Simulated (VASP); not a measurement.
Set up this calculation in VASP 6.6.1, as the native input.

```yaml
Task: relaxation of cell and atoms
Functional: PBEsol
Potentials_or_basis: VASP PAW PBE potentials, release 64 (Na_pv, F)
Cutoff: 600 eV
k_mesh: 8 × 8 × 8
Occupations: gaussian, width 0.01 eV
Spin: no spin polarisation
Dipole_correction: no
Further_INCAR_settings: ALGO = Normal; EDIFF = 1e-07; IBRION = 2; EDIFFG = -0.001; NSW = 80; ISIF = 3
```

The structure of NaF (Villiaumite) lies in POSCAR:

```
NaF
1.0
    0.0000000000      2.3151008614      2.3151008614
    2.3151008614      0.0000000000      2.3151008614
    2.3151008614      2.3151008614      0.0000000000
Na F
1 1
Direct
    0.0000000000      0.0000000000      0.0000000000
    0.5000000000      0.5000000000      0.5000000000
```

These files were run (other wordings do the same):

INCAR

```
PREC = Accurate
ENCUT = 600
EDIFF = 1E-7
ISMEAR = 0
SIGMA = 0.01
LREAL = F
LASPH = T
NELM = 80
ALGO = Normal
ISIF = 3
LWAVE = F
LCHARG = F
GGA = PS
IBRION = 2
NSW = 80
EDIFFG = -0.001
```

KPOINTS

```
regular mesh
0
Gamma
  8 8 8
```

Potentials or basis: VASP PAW PBE potentials, release 64 (Na_pv, F).

Run with:

```console
$ cat potpaw_PBE.64/Na_pv/POTCAR potpaw_PBE.64/F/POTCAR > POTCAR
$ mpirun -np 1 vasp_std > vasp.out
```

Results of the run:

```yaml
Relaxed_volume: 12.38 Å³/atom
Relaxed_cell: a = 3.271 Å, b = 3.271 Å, c = 3.271 Å, α = 60.00°, β = 60.00°, γ = 60.00°
Space_group_after_relaxing_to_0.05_Å: Fm-3m (No. 225)
Energy_gained_by_relaxing: 0.0 meV/atom
Ionic_steps: 6
Pressure_after_relaxing: 0.0 GPa
Band_gap_on_the_k_mesh: 6.19 eV, direct
```

Caveat: the PAW data sets were made with another functional, which shifts forces and pressure a little.

It took 28 s on 1 thread of AMD EPYC 7R43 64-Core Processor (Zen 3), with other jobs on the host, peak memory 0.12 GiB.
